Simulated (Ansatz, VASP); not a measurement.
# One calculation of BaCu3, two programs

The input INCAR:

```
ALGO = Fast
EDIFF = 1E-7
EDIFFG = -0.04
ENCUT = 600
GGA = PE
IBRION = 2
ISIF = 3
ISMEAR = 0
LASPH = T
LCHARG = F
LREAL = F
LWAVE = F
NELM = 100
NSW = 90
PREC = Accurate
SIGMA = 0.1
```

KPOINTS

```
k-points
0
Gamma
  4 4 4
```

Contents of POSCAR:

```
BaCu3
1.0
    4.2035369719      0.0000000000      0.0000000000
    0.0000000000      4.2035369719      0.0000000000
    0.0000000000      0.0000000000      4.2035369719
Ba Cu
1 3
Direct
    0.0000000000      0.0000000000      0.0000000000
    0.0000000000      0.5000000000      0.5000000000
    0.5000000000      0.0000000000      0.5000000000
    0.5000000000      0.5000000000      0.0000000000
```

Input for Ansatz:

```yaml
crystal:
  lattice:
    - [4.2035369719, 0.0, 0.0]
    - [0.0, 4.2035369719, 0.0]
    - [0.0, 0.0, 4.2035369719]
  atoms:
    - { symbol: Ba, position: [0.0, 0.0, 0.0] }
    - { symbol: Cu, position: [0.0, 0.5, 0.5] }
    - { symbol: Cu, position: [0.5, 0.0, 0.5] }
    - { symbol: Cu, position: [0.5, 0.5, 0.0] }
basis:
  ecutwfc: 420
kpoints:
  mp_grid: { grid: [4, 4, 4] }
hamiltonian:
  xc: pbe
scf:
  occupations: { method: gaussian, width: 0.1 }
  lower_state_search: "off"
output:
  forces: true
  stress: true
  eigenvalues: true
relax:
  adjacent_minimum: "off"
  f_tol: 0.04
  max_steps: 70
  cell: { stress_tol: 0.4 }
```

Alike in both runs: task relaxation of cell and atoms; functional PBE; k mesh 4 × 4 × 4; occupations gaussian, width 0.1 eV; no spin polarisation.

```csv
,VASP,Ansatz
version,VASP 6.6.1,Ansatz 0.2.0
potentials or method,"VASP PAW PBE potentials, release 64 (Ba_sv, Cu), cutoff 600 eV","scalar-relativistic, plane waves, PAW"
valence electrons in the cell,43,67
```

|  | VASP | Ansatz | Ansatz less VASP |
| --- | --- | --- | --- |
| gap on the k mesh at the Fermi level, each at its own relaxed structure (eV) | none | none | - |
| relaxed volume (Å³/atom) | 22.61 | 22.00 | -0.604 |
| relaxed cell length with the largest relative difference (Å) | 4.488 | 4.448 | -0.0403 |

A gap of «none» marks a metal or a gap that the smearing closes. VASP's potentials hold 43 valence electrons a cell and Ansatz's 67, so a difference there can come from the potentials and not from the codes.

The k mesh is coarse, so the values compare programs but aren't converged. Neither program's run includes spin-orbit coupling. Noted on VASP's run: the volume moved by over 15 % at a fixed basis, so the end points are rough.
